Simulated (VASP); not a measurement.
Set up this calculation in VASP 6.6.1, as the native input.

| Property | Result |
| --- | --- |
| Task | single point |
| Functional | LDA |
| Potentials or basis | VASP PAW LDA potentials, release 64 (W_sv) |
| Cutoff | 520 eV |
| k mesh | 20 × 20 × 20 |
| Occupations | gaussian, width 0.15 eV |
| Spin | no spin polarisation |
| Dipole correction | no |
| Further INCAR settings | ALGO = Fast; EDIFF = 1e-06; NBANDS = 13 |

The structure of W lies in POSCAR:

```
W
1.0
   -1.5889334701      1.5523972520      1.5523972520
    1.5523972520     -1.5889334701      1.5523972520
    1.5523972520      1.5523972520     -1.5889334701
W
1
Direct
    0.0000000000      0.0000000000      0.0000000000
```

One way to write it, as run:

INCAR

```
PREC = Accurate
ENCUT = 520
EDIFF = 1E-6
ISMEAR = 0
SIGMA = 0.15
LREAL = F
LASPH = T
NELM = 100
ALGO = Fast
ISIF = 2
LWAVE = F
LCHARG = F
GGA = CA
NBANDS = 13
```

KPOINTS

```
regular mesh
0
Gamma
  20 20 20
```

Potentials or basis: VASP PAW LDA potentials, release 64 (W_sv).

The run is started by

```bash
$ cat potpaw_LDA.64/W_sv/POTCAR > POTCAR
$ mpirun -np 1 vasp_std > vasp.out
```

It gave:

- Pressure: 13.2 GPa
- Band gap on the k mesh: zero (bands 7 and 8 overlap by 6.55 eV)

Caveat: the cell stands under pressure; spin-orbit coupling is left out, which moves the levels of the heavy elements.

It took 98 s on 1 thread of Intel(R) Xeon(R) Platinum 8559C (Emerald Rapids), with other jobs on the host, peak memory 0.24 GiB.
